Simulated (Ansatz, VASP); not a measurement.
**CuO in VASP and in Ansatz**

The input INCAR:

```
  PREC = Accurate
  ENCUT = 1340
  EDIFF = 1E-6
  ISMEAR = -1
  SIGMA = 0.05
  LREAL = F
  LASPH = T
  NELM = 120
  ALGO = Normal
  ISIF = 2
  LWAVE = F
  LCHARG = F
  GGA = RP
  NBANDS = 33
  GGA_COMPAT = F
```

Contents of KPOINTS:

```
Automatic mesh
0
Gamma
  6 6 3
```

POSCAR

```
CuO
1.0
    2.3446497600     -1.7133998200      0.0000000000
    2.3446497600      1.7133998200      0.0000000000
   -0.8605499100      0.0000000000      5.0594394800
Cu O
2 2
Direct
    0.0032000000      0.4968000000      0.0000000000
    0.4968000000      0.0032000000      0.5000000000
    0.5714000000      0.4056000000      0.2537000000
    0.4056000000      0.5714000000      0.7537000000
```

The input input.yaml:

```yaml
crystal:
  lattice:
    - [2.34464976, -1.71339982, 0.0]
    - [2.34464976, 1.71339982, 0.0]
    - [-0.86054991, 0.0, 5.05943948]
  atoms:
    - { symbol: Cu, position: [0.0032, 0.4968, 0.0] }
    - { symbol: Cu, position: [0.4968, 0.0032, 0.5] }
    - { symbol: O, position: [0.5714, 0.4056, 0.2537] }
    - { symbol: O, position: [0.4056, 0.5714, 0.7537] }
hamiltonian:
  xc: rpbe
  pseudopotentials: { kind: paw }
kpoints:
  mp_grid: { grid: [6, 6, 3] }
  band_path:
    path:
      - [[0.0, 0.0, 0.0], [-0.5, -0.5, 0.0], [-0.5249461988, -0.5249461988, 0.3256423996], [-0.5, -0.5, 0.5], [-0.6336779992, -0.3663220008, 0.5]]
      - [[-0.3663220008, 0.3663220008, 0.5], [0.0, 0.0, 0.5], [-0.4750538012, -0.4750538012, 0.6743576004]]
      - [[-0.5, -0.5, 0.0], [-0.612631459, -0.387368541, 0.0]]
      - [[-0.387368541, 0.387368541, 0.0], [0.0, 0.0, 0.0], [-0.5, 0.0, 0.0]]
      - [[-0.5, 0.0, 0.5], [0.0, 0.0, 0.0]]
    npoints: 14
scf:
  occupations: { method: fermi_dirac, width: 0.05 }
  n_extra_bands: 10
output:
  forces: true
  stress: true
  eigenvalues: true
  fatbands: false
```

Alike in both runs: functional RPBE; k mesh 6 × 6 × 3; occupations fermi-dirac, width 0.05 eV; no spin polarisation.

|  | VASP | Ansatz |
| --- | --- | --- |
| version | VASP 6.6.1 | Ansatz 0.2.0 |
| potentials or method | VASP PAW PBE potentials, release 64 (Cu_sv_GW, O_h) | Ansatz PAW |
| plane-wave cutoff (eV) | 1340 | 420 |
| valence electrons in the cell | 50 | 50 |
| task | single point | band structure |

```tsv
	VASP	Ansatz	Ansatz less VASP
gap on the k mesh at the Fermi level (eV)	none	none	-
pressure (GPa)	11.0	11.3	+0.30
traceless stress, the component that is largest in VASP (GPa)	-2.19	-2.18	+0.014
rms of the force components (eV/Å)	0.426	0.427	+0.0007
```

VASP's potentials were made for PBE, not for RPBE. Atom by atom the forces differ by 0.001 eV/Å (rms over components). A gap of «none» marks a metal or a gap that the smearing closes.

The k mesh is coarse, so the values compare programs but aren't converged.
